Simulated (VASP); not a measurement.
Wanted: the native input for a VASP 6.6.1 run.

* Task: single point
* Functional: r2SCAN
* Potentials or basis: VASP PAW PBE potentials, release 64 (Al, N)
* Cutoff: 520 eV
* k mesh: 12 × 12 × 6
* Occupations: gaussian, width 0.02 eV
* Spin: no spin polarisation
* Dipole correction: no
* Further INCAR settings: ALGO = Normal; EDIFF = 1e-06; NBANDS = 16

AlN:

```xyz
4
Lattice="2.9669 0.0000 0.0000 -1.4834 2.5694 0.0000 0.0000 0.0000 5.1130" Properties=species:S:1:pos:R:3 pbc="T T T"
Al    1.4834    0.8565    2.5731
Al    0.0000    1.7129    5.1296
N     1.4834    0.8565    4.4828
N     0.0000    1.7129    1.9263
```

This cell differs from its parent crystal: biaxial strain in the a-b plane: -4.5 %.

The input as run:

POSCAR

```
AlN
1.0
    2.9668956864      0.0000000000      0.0000000000
   -1.4834478432      2.5694070348      0.0000000000
    0.0000000000      0.0000000000      5.1129954296
Al N
2 2
Direct
    0.6666666667      0.3333333333      0.5032450246
    0.3333333333      0.6666666667      1.0032450246
    0.6666666667      0.3333333333      0.8767549754
    0.3333333333      0.6666666667      0.3767549754
```

INCAR.step1

```
SYSTEM = AlN
PREC = Accurate
ENCUT = 520
ISMEAR = 0
SIGMA = 0.02
LREAL = .False.
LASPH = .True.
NELM = 80
NBANDS = 16
GGA = PE
ALGO = Normal
EDIFF = 1E-4
LWAVE = .True.
LCHARG = .False.
```

INCAR.step2

```
SYSTEM = AlN
PREC = Accurate
ENCUT = 520
EDIFF = 1E-6
ISMEAR = 0
SIGMA = 0.02
LREAL = .False.
LASPH = .True.
NELM = 80
ALGO = Normal
ISIF = 2
LWAVE = .False.
LCHARG = .True.
METAGGA = R2SCAN
LMIXTAU = .True.
LELF = .True.
LVHAR = .True.
NBANDS = 16
ISTART = 1
```

KPOINTS

```
Automatic mesh
0
Gamma
  12 12 6
  0 0 0
```

Potentials or basis: VASP PAW PBE potentials, release 64 (Al, N).

Launch:

```sh
$ cat potpaw_PBE.64/Al/POTCAR potpaw_PBE.64/N/POTCAR > POTCAR
$ cp INCAR.step1 INCAR
$ mpirun -np 1 vasp_std > vasp.out
$ cp INCAR.step2 INCAR
$ mpirun -np 1 vasp_std > vasp.out
```

It gave:

```yaml
Pressure: 16.6 GPa
Largest_force: 0.353 eV/Å
Band_gap_on_the_k_mesh: 5.35 eV, direct
```

Caveat: the cell differs from its parent crystal (biaxial strain in the a-b plane: -4.5 %); the PAW data sets were made with another functional, which shifts forces and pressure a little.

It took 100 s on 1 thread of Intel(R) Xeon(R) Platinum 8488C (Sapphire Rapids), on a shared host, peak memory 0.18 GiB.
